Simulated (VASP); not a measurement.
Cs, 2 atoms in the cell. It takes space group Fd-3m (No. 227, cubic). Conventional cell: a = 10.733 Å, b = 10.733 Å, c = 10.733 Å, α = 90.00°, β = 90.00°, γ = 90.00°. This isn't the form of Cs at room conditions, which is bcc.

```yaml
Program: VASP 6.6.1
Task: single point
Functional: LDA
Potentials_or_basis: VASP PAW LDA potentials, release 64 (Cs_sv)
Cutoff: 520 eV
k_mesh: 7 × 7 × 7
Occupations: fermi-dirac, width 0.08 eV
Spin: no spin polarisation
Dipole_correction: no
Further_INCAR_settings: ALGO = Normal; EDIFF = 1e-07; NBANDS = 16
```

Potentials or basis: VASP PAW LDA potentials, release 64 (Cs_sv).

The run is started by

```sh
$ cat potpaw_LDA.64/Cs_sv/POTCAR > POTCAR
$ mpirun -np 1 vasp_std > vasp.out
```

Hardware: 1 thread of Intel(R) Xeon(R) 6975P-C (Granite Rapids), with other jobs on the host.

**Question.** Estimate the wall time of this run.

**Answer.** Run time: 49 s on 1 thread of Intel(R) Xeon(R) 6975P-C (Granite Rapids) (shared host), peak memory 0.34 GiB. Counts: scf iterations 12, k points 20.
